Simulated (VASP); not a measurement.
C7O, 8 atoms in the cell. The cell holds a slab with vacuum, 8 atoms: a = 2.465 Å, b = 2.465 Å, c = 26.849 Å, α = 90.00°, β = 90.00°, γ = 120.00°. 

```yaml
Program: VASP 6.6.1
Task: single point
Functional: PBE
Dispersion: D3(BJ)
Potentials_or_basis: VASP PAW PBE potentials, release 64 (C, O)
Cutoff: 520 eV
k_mesh: 12 × 12 × 1
Occupations: gaussian, width 0.05 eV
Spin: no spin polarisation
Dipole_correction: yes
Further_INCAR_settings: ALGO = Normal; EDIFF = 1e-06; NBANDS = 27
```

Potentials or basis: VASP PAW PBE potentials, release 64 (C, O).

Launch:

```console
$ cat potpaw_PBE.64/C/POTCAR potpaw_PBE.64/O/POTCAR > POTCAR
$ mpirun -np 1 vasp_std > vasp.out
```

Hardware: 1 thread of Intel(R) Xeon(R) Platinum 8259CL CPU @ 2.50GHz (Skylake/Cascade Lake) (shared host).

Problem. How long does it take, and how much memory?

Solution. Run time: 4.7 min on 1 thread of Intel(R) Xeon(R) Platinum 8259CL CPU @ 2.50GHz (Skylake/Cascade Lake), on a shared host, peak memory 0.31 GiB. Counts: scf iterations 27, k points 43.
